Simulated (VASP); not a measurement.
# HC12 in VASP: a series of runs, part 2 of 2

VASP 6.6.1. Earlier steps stand in the parts before.

### 4 Single point, LDA

INCAR reads:

```
PREC     = Accurate       # precision mode
ENCUT    = 520            # plane-wave cutoff, eV
EDIFF    = 1E-6           # SCF threshold, eV
ISMEAR   = 0              # smearing method
SIGMA    = 0.05           # smearing width, eV
LREAL    = Auto         
LASPH    = True           # aspherical terms in the spheres
NELM     = 80             # most SCF steps
ALGO     = Normal         # electronic algorithm
ISIF     = 2              # what is computed and relaxed
LWAVE    = False          # write WAVECAR
LCHARG   = False          # write CHGCAR
LDIPOL   = True         
IDIPOL   = 3            
DIPOL    = 0.5 0.5 0.296
GGA      = CA             # functional
NBANDS   = 68             # bands
```

KPOINTS reads:

```
Automatic mesh
0
Gamma
  6 4 1
```

POSCAR reads:

```
HC12
1.0
    4.8892663280      0.0000000000      0.0000000000
   -2.4446331640      6.7739291692      0.0000000000
    0.0000000000      0.0000000000     22.7684096771
C H
24 2
Direct
    0.4020794403      0.3041588806      0.1756820110
    0.4020794403      0.8041588805      0.1756820110
    0.9020794403      0.3041588806      0.1756820110
    0.9020794403      0.8041588805      0.1756820110
    0.1630408159      0.3260816317      0.2059829668
    0.1630408159      0.8260816317      0.2059829668
    0.6630408159      0.3260816317      0.2059829668
    0.6630408159      0.8260816317      0.2059829668
    0.1846395683      0.3692791367      0.2666259491
    0.1846395683      0.8692791367      0.2666259491
    0.6846395683      0.3692791367      0.2666259491
    0.6846395683      0.8692791367      0.2666259491
    0.4461625696      0.3923265051      0.2960492075
    0.4461625696      0.8923265051      0.2960492075
    0.9461625696      0.3923265051      0.2960492075
    0.9461625696      0.8923265051      0.2960492075
    0.4715644646      0.4431294558      0.3591099590
    0.4715644646      0.9431294558      0.3591099590
    0.9715644646      0.4431294558      0.3591099590
    0.9715644646      0.9431294558      0.3591099590
    0.2327030006      0.4654044969      0.3851129614
    0.2327030006      0.9654044969      0.3851129614
    0.7327030006      0.4654044969      0.3851129614
    0.7327030006      0.9654044969      0.3851129614
    0.2327030006      0.9202753343      0.4751499921
    0.2327030006      1.0105336595      0.4751499921
```

Potentials or basis: VASP PAW LDA potentials, release 64 (C, H).

The run is started by

```
$ cat potpaw_LDA.64/C/POTCAR potpaw_LDA.64/H/POTCAR > POTCAR
$ mpirun -np 1 vasp_std > vasp.out
```

OUTCAR:

```text
PREC = Accurate
   ENCUT = 520
   EDIFF = 1E-6
   ISMEAR = 0
   LREAL = Auto
   LASPH = True
   NELM = 80
   ISIF = 2
   GGA = CA

 ion  position               nearest neighbor table
   1  0.402  0.304  0.176-   5 1.41   7 1.41
   2  0.402  0.804  0.176-   8 1.41   6 1.41
   3  0.902  0.304  0.176-   7 1.41   5 1.41
   4  0.902  0.804  0.176-   6 1.41   8 1.41
   5  0.163  0.326  0.206-   1 1.41   3 1.41   9 1.41
   6  0.163  0.826  0.206-   4 1.41   2 1.41  10 1.41
   7  0.663  0.326  0.206-   3 1.41   1 1.41  11 1.41
   8  0.663  0.826  0.206-   2 1.41   4 1.41  12 1.41
[... 1180 lines left out ...]
  in kB        4.6388659      4.0529135     10.3236460     -2.6613412      3.2877831      0.0153355
  external PRESSURE =       6.3384751 kB  Pullay stress =       0.0000000 kB

 VOLUME and BASIS-vectors are now :
 -----------------------------------------------------------------------------
  energy-cutoff  :      520.00
  volume of cell :      754.08
      direct lattice vectors                 reciprocal lattice vectors
     4.889266328  0.000000000  0.000000000     0.204529664  0.073812405  0.000000000
    -2.444633164  6.773929169  0.000000000     0.000000000  0.147624809  0.000000000
     0.000000000  0.000000000 22.768409677     0.000000000  0.000000000  0.043920503

 POSITION                                       TOTAL-FORCE (eV/Angst)
 -----------------------------------------------------------------------------------
      1.22232      2.06035      4.00000         0.001349      0.313420      1.866187
      0.00000      5.44732      4.00000         0.104737      0.291120      1.724219
      3.66695      2.06035      4.00000         0.002637      0.316004      1.856427
      2.44463      5.44732      4.00000        -0.102333      0.291046      1.723927
      0.00000      2.20885      4.68990         0.002128     -0.715237     -3.520629
     -1.22232      5.59582      4.68990         0.000089     -0.718820     -3.376246
[... 18 lines left out ...]
     -1.11199      6.23388     10.81841         2.102426     -5.767686      0.097142
      1.11200      0.07135     10.81841        -2.096516      5.752606      0.022300
 -----------------------------------------------------------------------------------
    total drift:                               -0.009720      0.010722      0.022864

  FREE ENERGIE OF THE ION-ELECTRON SYSTEM (eV)
  ---------------------------------------------------
  free  energy   TOTEN  =      -221.1490311296 eV

  energy  without entropy=     -221.1192040872  energy(sigma->0) =     -221.13411761

 vacuum level on the upper side and lower side of the slab         2.295         3.563
```

It took 33 min on 1 thread of Intel Xeon Platinum 8488C (Sapphire Rapids), shared host; peak memory 0.81 GiB.

What came out:

```yaml
Free_energy: -221.1490 eV
Largest_force: 6.140 eV/Å
Band_gap_on_the_k_mesh: zero (bands 49 and 50 overlap by 0.03 eV)
```

Forces in eV/Å, atoms in the order of the input:
```
C    0.001  0.313  1.866
C    0.105  0.291  1.724
C    0.003  0.316  1.856
C   -0.102  0.291  1.724
C    0.002 -0.715 -3.521
C    0.000 -0.719 -3.376
C   -0.003 -0.715 -3.520
C    0.000 -0.665 -3.235
C   -0.002  0.386  1.553
C   -0.006  0.351  1.397
C   -0.004  0.386  1.551
C   -0.004  0.400  1.547
C    0.003 -0.018  0.011
C   -0.157  0.048  0.106
C    0.000  0.014  0.006
C    0.164  0.046  0.105
C    0.003 -0.081 -0.167
C    0.121 -0.057  0.117
C    0.002 -0.075 -0.182
C   -0.120 -0.069  0.109
C   -0.012  0.107  0.279
C   -0.011 -0.046 -1.062
C    0.005  0.103  0.265
C    0.004  0.123  0.728
H    2.102 -5.768  0.097
H   -2.097  5.753  0.022
```

### 5 Single point, LDA

INCAR reads:

```
PREC = Accurate
ENCUT = 520
EDIFF = 1E-6
ISMEAR = 0
SIGMA = 0.05
LREAL = Auto
LASPH = T
NELM = 100
ALGO = Normal
ISIF = 2
LWAVE = F
LCHARG = F
LDIPOL = T
IDIPOL = 3
DIPOL = 0.5 0.5 0.300
NBANDS = 68
```

KPOINTS is that of step 4.

Changes to POSCAR since step 4:

```diff
@@ -32,3 +32,3 @@
     0.7327030006      0.9654044969      0.3851129614
-    0.2327030006      0.9202753343      0.4751499921
-    0.2327030006      1.0105336595      0.4751499921
+    0.2327030006      0.9202753343      0.5168744697
+    0.2327030006      1.0105336595      0.5168744697
```

The run is started by

```
$ cat potpaw_LDA.64/C/POTCAR potpaw_LDA.64/H/POTCAR > POTCAR
$ mpirun -np 1 vasp_std > vasp.out
```

Run time: 36 min. Hardware: 1 thread of Intel Xeon Platinum 8488C (Sapphire Rapids), shared host; peak memory 0.81 GiB.

The run converged. Its results:

| Item | Value |
| --- | --- |
| Free energy | -221.1504 eV |
| Largest force | 5.617 eV/Å |
| Band gap on the k mesh | zero (bands 49 and 50 overlap by 0.05 eV) |

Forces on the atoms (eV/Å):
```
C    0.002  0.296  1.827
C    0.011  0.292  1.806
C    0.003  0.295  1.826
C   -0.007  0.292  1.806
C    0.000 -0.705 -3.475
C   -0.001 -0.703 -3.452
C   -0.001 -0.705 -3.475
C   -0.001 -0.699 -3.441
C   -0.002  0.395  1.552
C   -0.003  0.393  1.536
C   -0.003  0.395  1.551
C   -0.002  0.395  1.547
C    0.002 -0.004  0.018
C   -0.010  0.001  0.028
C    0.001 -0.001  0.018
C    0.012  0.001  0.028
C    0.002 -0.063 -0.036
C    0.007 -0.056  0.004
C    0.002 -0.062 -0.038
C   -0.004 -0.057  0.002
C   -0.004  0.080  0.122
C   -0.004  0.063  0.040
C   -0.002  0.079  0.116
C   -0.002  0.079  0.150
H    1.910 -5.282 -0.025
H   -1.909  5.280 -0.034
```

Levels at points of the mesh, in eV from the Fermi level:
| k point | band 47 | band 48 | band 49 | band 50 | band 51 | band 52 |
| --- | --- | --- | --- | --- | --- | --- |
| (0.00, 0.00, 0.00) | -0.26 | -0.26 | -0.19 | 0.36 | 0.38 | 0.40 |
| (0.50, 0.00, 0.00) | -0.14 | -0.05 | -0.04 | 0.03 | 0.03 | 0.14 |
| (0.00, 0.50, 0.00) | -0.36 | -0.26 | -0.26 | 0.41 | 0.42 | 0.59 |
| (0.50, 0.50, 0.00) | -0.14 | -0.05 | -0.04 | 0.03 | 0.03 | 0.14 |

### 6 Summary

| cell | gap on the mesh (eV) | largest force (eV/Å) |
| --- | --- | --- |
| as given, atomic positions A | none | 3.97 |
| as given, atomic positions B | none | 3.62 |
| as given, atomic positions C | none | 6.14 |
| as given, atomic positions D | none | 5.62 |

Alike in all rows: task single point; level LDA; potentials or basis VASP PAW LDA potentials, release 64 (C, H); no spin polarisation; k mesh 6 × 4 × 1; cutoff (eV) 520; smearing gaussian 0.05 eV.

Absolute energies hang on the potentials; compare differences alone.
